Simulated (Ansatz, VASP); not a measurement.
# Two plane-wave programs on Cs

File POSCAR:

```
Cs
1.0
   -3.1284650614      3.1284650614      3.1284650614
    3.1284650614     -3.1284650614      3.1284650614
    3.1284650614      3.1284650614     -3.1284650614
Cs
1
Direct
    0.0000000000      0.0000000000      0.0000000000
```

Contents of INCAR.step1:

```
  PREC = Accurate
  ENCUT = 400
  EDIFF = 1E-5
  ISMEAR = -1
  SIGMA = 0.01
  LREAL = False
  LASPH = True
  NELM = 120
  ALGO = Normal
  ISIF = 2
  LWAVE = True
  NBANDS = 10
  GGA = PE
  GGA_COMPAT = False
```

INCAR.step2

```
  PREC = Accurate
  ENCUT = 400
  EDIFF = 1E-6
  ISMEAR = -1
  SIGMA = 0.01
  LREAL = False
  LASPH = True
  NELM = 120
  ALGO = Normal
  ISIF = 2
  LWAVE = False
  LCHARG = True
  GGA = B3
  LHFCALC = True
  AEXX = 0.2
  AGGAX = 0.72
  AGGAC = 0.81
  ALDAC = 0.19
  PRECFOCK = Normal
  IVDW = 12
  LELF = True
  LVHAR = True
  NBANDS = 10
  ISTART = 1
  GGA_COMPAT = False
```

File KPOINTS:

```
regular mesh
0
Gamma
  6 6 6
```

Contents of input.yaml:

```yaml
crystal:
  lattice:
    - [-3.1284650614, 3.1284650614, 3.1284650614]
    - [3.1284650614, -3.1284650614, 3.1284650614]
    - [3.1284650614, 3.1284650614, -3.1284650614]
  atoms:
    - { symbol: Cs, position: [0.0, 0.0, 0.0] }
hamiltonian:
  xc: b3lyp
  pseudopotentials: { kind: paw }
  dispersion: d3bj
kpoints:
  mp_grid: { grid: [6, 6, 6] }
scf:
  occupations: { method: fermi_dirac, width: 0.01 }
  n_extra_bands: 6
  lower_state_search: "off"
  convergence: { dr2_threshold: 1.0e-09 }
output:
  forces: true
  stress: true
  eigenvalues: true
  dos: { projected: true, de: 0.05 }
```

Alike in both runs: functional B3LYP; dispersion D3(BJ); k mesh 6 × 6 × 6; occupations fermi-dirac, width 0.01 eV; no spin polarisation.

|  | VASP | Ansatz |
| --- | --- | --- |
| version | VASP 6.6.1 | Ansatz 0.2.0 |
| potentials or method | VASP PAW PBE potentials, release 64 (Cs_sv) | Ansatz PAW |
| plane-wave cutoff (eV) | 400 | 420 |
| valence electrons in the cell | 9 | 9 |
| task | single point | projected density of states |

|  | VASP | Ansatz | Ansatz less VASP |
| --- | --- | --- | --- |
| gap on the k mesh at the Fermi level (eV) | none | none | - |
| pressure (GPa) | -0.2 | -0.2 | +0.01 |

VASP's potentials were made for PBE, not for B3LYP. A gap of «none» marks a metal or a gap that the smearing closes.

Neither program's run includes spin-orbit coupling.
